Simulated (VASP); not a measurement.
Wanted: the native input for a VASP 6.6.1 run.

```yaml
Task: single point
Functional: LDA
Potentials_or_basis: VASP PAW LDA potentials, release 64 (Zn, Se)
Cutoff: 520 eV
k_mesh: 10 × 10 × 10
Occupations: gaussian, width 0.05 eV
Spin: no spin polarisation
Dipole_correction: no
Further_INCAR_settings: ALGO = Normal; EDIFF = 1e-06; NBANDS = 16
```

The structure of ZnSe lies in POSCAR:

```
ZnSe
1.0
    0.0000000000      3.1426738117      2.6197680991
    2.6197680991      0.0000000000      2.6197680991
    2.6197680991      3.1426738117      0.0000000000
Zn Se
1 1
Direct
    0.0000000000      0.0000000000      0.0000000000
    0.7500000000      0.7500000000      0.7500000000
```

These files were run (other wordings do the same):

INCAR

```
ALGO     = Normal         # electronic algorithm
EDIFF    = 1E-6           # SCF threshold, eV
ENCUT    = 520            # plane-wave cutoff, eV
ISIF     = 2              # what is computed and relaxed
ISMEAR   = 0              # smearing method
LASPH    = True           # aspherical terms in the spheres
LCHARG   = False          # write CHGCAR
LREAL    = False          # projectors in reciprocal space
LWAVE    = False          # write WAVECAR
NBANDS   = 16             # bands
NELM     = 80             # most SCF steps
PREC     = Accurate       # precision mode
SIGMA    = 0.05           # smearing width, eV
```

KPOINTS

```
k-points
0
Gamma
  10 10 10
```

Potentials or basis: VASP PAW LDA potentials, release 64 (Zn, Se).

Launch:

```console
$ cat potpaw_LDA.64/Zn/POTCAR potpaw_LDA.64/Se/POTCAR > POTCAR
$ mpirun -np 1 vasp_std > vasp.out
```

Results of the run:

| Item | Value |
| --- | --- |
| Pressure | -0.3 GPa |
| Band gap on the k mesh | 0.79 eV |

Caveat: the stress differs along the axes, from -7 to 3 GPa; semilocal functionals underestimate gaps, and a narrow one can read as zero.

Wall time 110 s on 1 thread of Intel Xeon 8259CL (shared host), peak memory 0.2 GiB.
